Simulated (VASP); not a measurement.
# Ba3TeC3 (Pm-3m) in VASP: single point with PBE

Aim: the single point of Ba3TeC3 with PBE.

All numbers are computed with VASP 6.6.1; they aren't measurements. Logs are shortened: lines on timing, memory, paths and dates and some standing lists are left out, and cuts for length are marked.

## 1. The cell of the first run

It takes space group Pm-3m (No. 221, cubic). The conventional cell has a = 5.716 Å, b = 5.716 Å, c = 5.716 Å, α = 90.00°, β = 90.00°, γ = 90.00°. Ba (site symmetry 4/mmm) has 2 Te at 2.86 Å and 4 C at 2.86 Å within 3.8 Å. Within 3.8 Å of Te (site symmetry m-3m) lie 6 Ba at 2.86 Å. C (site symmetry 4/mmm) has 4 Ba at 2.86 Å within 3.8 Å.

The cell was generated, and may not be a known phase.

## 2. Single point, PBE

Input file INCAR:

```
SYSTEM = Ba3TeC3
PREC     = Accurate       ! precision mode
ENCUT    = 520            ! plane-wave cutoff, eV
EDIFF    = 1E-6           ! SCF threshold, eV
ISMEAR   = 0              ! smearing method
SIGMA    = 0.1            ! smearing width, eV
LREAL    = .FALSE.        ! projectors in reciprocal space
LASPH    = .TRUE.         ! aspherical terms in the spheres
NELM     = 80             ! most SCF steps
ALGO     = Normal         ! electronic algorithm
ISIF     = 2              ! what is computed and relaxed
LWAVE    = .FALSE.        ! write WAVECAR
LCHARG   = .FALSE.        ! write CHGCAR
GGA      = PE             ! functional
NBANDS   = 33             ! bands
```

Input file KPOINTS:

```
regular mesh
0
G
  4 4 4
  0 0 0
```

Input file POSCAR:

```
Ba3TeC3
1.0
    5.7163331400      0.0000000000      0.0000000000
    0.0000000000      5.7163331400      0.0000000000
    0.0000000000      0.0000000000      5.7163331400
Ba Te C
3 1 3
Direct
    0.5000000000      0.5000000000      0.0000000000
    0.0000000000      0.5000000000      0.5000000000
    0.5000000000      0.0000000000      0.5000000000
    0.5000000000      0.5000000000      0.5000000000
    0.5000000000      0.0000000000      0.0000000000
    0.0000000000      0.5000000000      0.0000000000
    0.0000000000      0.0000000000      0.5000000000
```

Potentials or basis: VASP PAW PBE potentials, release 64 (Ba_sv, Te, C).

The run is started by

```console
cat potpaw_PBE.64/Ba_sv/POTCAR potpaw_PBE.64/Te/POTCAR potpaw_PBE.64/C/POTCAR > POTCAR
mpirun -np 1 vasp_std > vasp.out
```

OUTCAR:

```text
SYSTEM = Ba3TeC3
   PREC = Accurate
   ENCUT = 520
   EDIFF = 1E-6
   ISMEAR = 0
   LREAL = .FALSE.
   LASPH = .TRUE.
   NELM = 80
   ISIF = 2
   GGA = PE

 ion  position               nearest neighbor table
   1  0.500  0.500  0.000-   4 2.86   5 2.86   6 2.86   4 2.86   5 2.86   6 2.86   3 4.04   3 4.04
                             3 4.04   2 4.04   3 4.04   2 4.04   2 4.04   2 4.04
   2  0.000  0.500  0.500-   4 2.86   6 2.86   7 2.86   6 2.86   7 2.86   4 2.86   3 4.04   3 4.04
                             1 4.04   1 4.04   3 4.04   1 4.04   1 4.04   3 4.04
   3  0.500  0.000  0.500-   4 2.86   5 2.86   7 2.86   5 2.86   4 2.86   7 2.86   2 4.04   1 4.04
                             2 4.04   1 4.04   1 4.04   2 4.04   1 4.04   2 4.04
   4  0.500  0.500  0.500-   1 2.86   2 2.86   3 2.86   1 2.86   3 2.86   2 2.86
   5  0.500  0.000  0.000-   1 2.86   3 2.86   3 2.86   1 2.86
   6  0.000  0.500  0.000-   1 2.86   2 2.86   2 2.86   1 2.86
   7  0.000  0.000  0.500-   2 2.86   3 2.86   2 2.86   3 2.86

  LATTYP: Found a simple cubic cell.
 ALAT       =     5.7163331400

  Lattice vectors:

 A1 = (   5.7163331400,   0.0000000000,   0.0000000000)
 A2 = (   0.0000000000,   5.7163331400,   0.0000000000)
 A3 = (   0.0000000000,   0.0000000000,   5.7163331400)

Analysis of symmetry for initial positions (statically):
=====================================================================
 Subroutine PRICEL returns:
 Original cell was already a primitive cell.

 Routine SETGRP: Setting up the symmetry group for a
 simple cubic supercell.

 Subroutine GETGRP returns: Found 48 space group operations
 (whereof 48 operations were pure point group operations)
 out of a pool of 48 trial point group operations.

The static configuration has the point symmetry O_h .

Analysis of symmetry for dynamics (positions and initial velocities):
=====================================================================
 Subroutine PRICEL returns:
 Original cell was already a primitive cell.

 Routine SETGRP: Setting up the symmetry group for a
 simple cubic supercell.

 Subroutine GETGRP returns: Found 48 space group operations
 (whereof 48 operations were pure point group operations)
 out of a pool of 48 trial point group operations.

The dynamic configuration has the point symmetry O_h .

 Subroutine INISYM returns: Found 48 space group operations
 (whereof 48 operations are pure point group operations),
 and found     1 'primitive' translations

----------------------------------------------------------------------------------------

                                     Primitive cell

  volume of cell :     186.7896

  direct lattice vectors                    reciprocal lattice vectors
     5.716333140  0.000000000  0.000000000     0.174937320  0.000000000  0.000000000
     0.000000000  5.716333140  0.000000000     0.000000000  0.174937320  0.000000000
     0.000000000  0.000000000  5.716333140     0.000000000  0.000000000  0.174937320

  length of vectors
     5.716333140  5.716333140  5.716333140     0.174937320  0.174937320  0.174937320

  position of ions in fractional coordinates (direct lattice)
     0.500000000  0.500000000  0.000000000
     0.000000000  0.500000000  0.500000000
     0.500000000  0.000000000  0.500000000
     0.500000000  0.500000000  0.500000000
     0.500000000  0.000000000  0.000000000
     0.000000000  0.500000000  0.000000000
     0.000000000  0.000000000  0.500000000

  ion indices of the primitive-cell ions
   primitive index   ion index
                 1           1
                 2           2
                 3           3
                 4           4
                 5           5
                 6           6
                 7           7

----------------------------------------------------------------------------------------

 KPOINTS: regular mesh

Automatic generation of k-mesh.
 Grid dimensions read from file:
 generate k-points for:    4    4    4

 Generating k-lattice:

  Cartesian coordinates                     Fractional coordinates (reciprocal lattice)
     0.043734330  0.000000000  0.000000000     0.250000000  0.000000000  0.000000000
     0.000000000  0.043734330  0.000000000     0.000000000  0.250000000  0.000000000
     0.000000000  0.000000000  0.043734330     0.000000000  0.000000000  0.250000000

  Length of vectors
     0.043734330  0.043734330  0.043734330

  Shift w.r.t. Gamma in fractional coordinates (k-lattice)
     0.000000000  0.000000000  0.000000000

 Subroutine IBZKPT returns following result:
 ===========================================

 Found     10 irreducible k-points:

 Following reciprocal coordinates:
            Coordinates               Weight
  0.000000  0.000000  0.000000      1.000000
  0.250000  0.000000  0.000000      6.000000
  0.500000  0.000000  0.000000      3.000000
  0.250000  0.250000  0.000000     12.000000
  0.500000  0.250000  0.000000     12.000000
  0.500000  0.500000  0.000000      3.000000
  0.250000  0.250000  0.250000      8.000000
  0.500000  0.250000  0.250000     12.000000
  0.500000  0.500000  0.250000      6.000000
  0.500000  0.500000  0.500000      1.000000
   k-points           NKPTS =     10   k-points in BZ     NKDIM =     10   number of bands    NBANDS=     33
   number of dos      NEDOS =    301   number of ions     NIONS =      7
   total plane-waves  NPLWV = 110592
   dimension x,y,z NGX =    48 NGY =   48 NGZ =   48
   dimension x,y,z NGXF=    96 NGYF=   96 NGZF=   96
   ions per type =               3   1   3
   NGX,Y,Z   is equivalent  to a cutoff of  13.96, 13.96, 13.96 a.u.
   NGXF,Y,Z  is equivalent  to a cutoff of  27.92, 27.92, 27.92 a.u.
 SYSTEM =  Ba3TeC3
   PREC   = accura    normal or accurate (medium, high low for compatibility)
   ISTART =      0    job   : 0-new  1-cont  2-samecut
   ICHARG =      2    charge: 1-file 2-atom 10-const
   ISPIN  =      1    spin polarized calculation?
   LNONCOLLINEAR =      F non collinear calculations
   LSORBIT =      F    spin-orbit coupling
   LASPH  =      T    aspherical Exc in radial PAW
   ENCUT  =  520.0 eV  38.22 Ry    6.18 a.u.  10.63 10.63 10.63*2*pi/ulx,y,z
   NELM   =     80;   NELMIN=  2; NELMDL= -5     # of ELM steps
   EDIFF  = 0.1E-05   stopping-criterion for ELM
   LREAL  =      F    real-space projection
   EDIFFG = 0.1E-04   stopping-criterion for IOM
   NSW    =      0    number of steps for IOM
   IBRION =     -1    ionic relax: 0-MD 1-quasi-New 2-CG
   NFREE  =      0    steps in history (QN), initial steepest desc. (CG)
   ISIF   =      2    stress and relaxation
   ISYM   =      2    0-nonsym 1-usesym 2-fastsym
   POTIM  = 0.5000    time-step for ionic-motion
   TEBEG  =    0.0;   TEEND  =   0.0 temperature during run
   PSTRESS=    0.0 pullay stress
   NELECT =      48.0000    total number of electrons
   NUPDOWN=      -1.0000    fix difference up-down
   EMIN   =  10.00;   EMAX   =-10.00  energy-range for DOS
   EFERMI =   0.00;   METHOD = LEGACY
   ISMEAR =     0;   SIGMA  =   0.10  broadening in eV -4-tet -1-fermi 0-gaus
   EFERMI_NEDOS =   21; number of points for ismear=-14 and -15
   IALGO  =     38    algorithm
   IMIX   =      4    mixing-type and parameters
     AMIX     =   0.40;   BMIX     =  1.00
     AMIX_MAG =   1.60;   BMIX_MAG =  1.00
  volume/ion in A,a.u.               =      26.68       180.07
  Fermi-wavevector in a.u.,A,eV,Ry     =   1.040809  1.966844 14.738966  1.083283
  Thomas-Fermi vector in A             =   2.175401
   LORBIT       =      0    0 simple, 1 ext, 2 COOP (PROOUT), +10 PAW based schemes
   GGA     = PE    functional components
   LHFCALC =     F    Hartree Fock is set to
   AEXX    =    0.0000 exact exchange contribution
   IVDW    =     0    specifies the selected vdW correction
   LEPSILON=     F    determine dielectric tensor
   LRPA    =     F    only Hartree local field effects (RPA)
 non-spin polarized calculation
 Gauss-broadening in eV      SIGMA  =   0.10
  energy-cutoff  :      520.00
  volume of cell :      186.79
 maximum number of plane-waves:      5056
 NGX is ok and might be reduce to    48
   NGX = 21   NGY = 21   NGZ = 21

 number of electron      47.9999999 magnetization

 Free energy of the ion-electron system (eV)
  ---------------------------------------------------
  ext. energy  EPLUGINS =         0.00000000
  ---------------------------------------------------
  free energy    TOTEN  =       -20.72156509 eV

  energy without entropy =      -20.62720417  energy(sigma->0) =      -20.67438463

 E-fermi :   2.2237     XC(G=0):  -8.9254

 val. band max:        2.1873072536   @ k =   0.2500   0.2500   0.2500
 cond. band min:       2.2314682567   @ k =   0.2500   0.2500   0.0000
 fundamental gap:      0.0441610031
 Fermi energy:         2.2236796398

 k-point     1 :       0.0000    0.0000    0.0000
  band No.  band energies     occupation
      1     -24.1273      2.00000
      2     -23.8973      2.00000
      3     -23.8973      2.00000
      4     -10.4783      2.00000
      5     -10.4783      2.00000
      6     -10.4783      2.00000
[... 25 lines left out ...]
     32       7.0136      0.00000
     33       7.0155      0.00000

 k-point     2 :       0.2500    0.0000    0.0000
  band No.  band energies     occupation
      1     -24.0984      2.00000
      2     -23.9265      2.00000
      3     -23.8967      2.00000
      4     -10.9211      2.00000
      5     -10.4285      2.00000
      6     -10.4285      2.00000
[... 25 lines left out ...]
     32       6.8373      0.00000
     33       7.1060      0.00000
[... 250 lines left out ...]
     32       7.6262      0.00000
     33       7.6884      0.00000

 k-point    10 :       0.5000    0.5000    0.5000
  band No.  band energies     occupation
      1     -23.9705      2.00000
      2     -23.9705      2.00000
      3     -23.9705      2.00000
      4     -12.5836      2.00000
      5     -10.1571      2.00000
      6     -10.1571      2.00000
[... 25 lines left out ...]
     32       8.2906      0.00000
     33       8.4030      0.00000

------------------------ aborting loop because EDIFF is reached ----------------------------------------

  FORCE on cell =-STRESS in cart. coord.  units (eV):
  Direction    XX          YY          ZZ          XY          YZ          ZX
  --------------------------------------------------------------------------------------
  -------------------------------------------------------------------------------------
  Total       21.0504781     21.0504781     21.0504781      0.0000000      0.0000000     -0.0000000
  in kB      180.5593382    180.5593382    180.5593382      0.0000000      0.0000000     -0.0000000
  external PRESSURE =     180.5593382 kB  Pullay stress =       0.0000000 kB

 VOLUME and BASIS-vectors are now :
 -----------------------------------------------------------------------------
  energy-cutoff  :      520.00
  volume of cell :      186.79
      direct lattice vectors                 reciprocal lattice vectors
     5.716333140  0.000000000  0.000000000     0.174937320  0.000000000  0.000000000
     0.000000000  5.716333140  0.000000000     0.000000000  0.174937320  0.000000000
     0.000000000  0.000000000  5.716333140     0.000000000  0.000000000  0.174937320

 POSITION                                       TOTAL-FORCE (eV/Angst)
 -----------------------------------------------------------------------------------
      2.85817      2.85817      0.00000         0.000000      0.000000      0.000000
      0.00000      2.85817      2.85817         0.000000      0.000000      0.000000
      2.85817      0.00000      2.85817         0.000000      0.000000      0.000000
      2.85817      2.85817      2.85817         0.000000      0.000000      0.000000
      2.85817      0.00000      0.00000         0.000000      0.000000      0.000000
      0.00000      2.85817      0.00000         0.000000      0.000000      0.000000
      0.00000      0.00000      2.85817         0.000000      0.000000      0.000000
 -----------------------------------------------------------------------------------
    total drift:                                0.000000      0.000000      0.000000

  FREE ENERGIE OF THE ION-ELECTRON SYSTEM (eV)
  ---------------------------------------------------
  free  energy   TOTEN  =       -20.7215650886 eV

  energy  without entropy=      -20.6272041711  energy(sigma->0) =      -20.67438463
```

It took 2.1 min on 1 thread of Intel Xeon 8259CL, shared host; peak memory 0.35 GiB.

Results:

| Item | Value |
| --- | --- |
| Free energy | -20.7216 eV |
| Pressure | 18.1 GPa |
| Band gap on the k mesh | zero (bands 24 and 25 overlap by 1.87 eV) |

Caveat: the cell stands under pressure; spin-orbit coupling is left out, which moves the levels of the heavy elements.

The gap in the log of VASP goes by the Fermi energy; the results here count the filled bands.